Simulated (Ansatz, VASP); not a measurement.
Two plane-wave programs on Ga2Te3O

```
Ga Te O
1.0
     3.74234    2.16064    2.98546
    -3.74234    2.16064    2.98546
     0.00000   -4.32128    2.98546
Ga Te O
2 3 1
Cartesian
  0.0000 0.0000 5.7311
  0.0000 0.0000 3.2253
  -1.8712 1.0803 1.4927
  1.8712 1.0803 1.4927
  0.0000 -2.1606 1.4927
  0.0000 0.0000 0.0000
```

Change from the starting cell: species swapped into the Y2Al3Fe type (R-3m, No. 166).

Alike in both runs: functional PBE; k mesh 6 × 6 × 6; occupations gaussian, width 0.1 eV; no spin polarisation.

Ansatz relaxed the structure, and its values are those at the end. VASP's run is a single point on that final structure, the one shown.

|  | VASP | Ansatz |
| --- | --- | --- |
| version | VASP 6.6.1 | Ansatz 0.2.0 |
| potentials or method | VASP PAW PBE potentials, release 64 (Ga_d, Te, O), cutoff 520 eV | scalar-relativistic, plane waves, PAW |
| valence electrons in the cell | 50 | 80 |

|  | VASP | Ansatz | Ansatz less VASP |
| --- | --- | --- | --- |
| gap on the k mesh at the Fermi level (eV) | none | none | - |
| pressure (GPa) | 0.0 | 0.0 | +0.04 |

A gap of «none» marks a metal or a gap that the smearing closes. VASP's potentials hold 50 valence electrons a cell and Ansatz's 80, so a difference there can come from the potentials and not from the codes.

Neither program's run includes spin-orbit coupling.
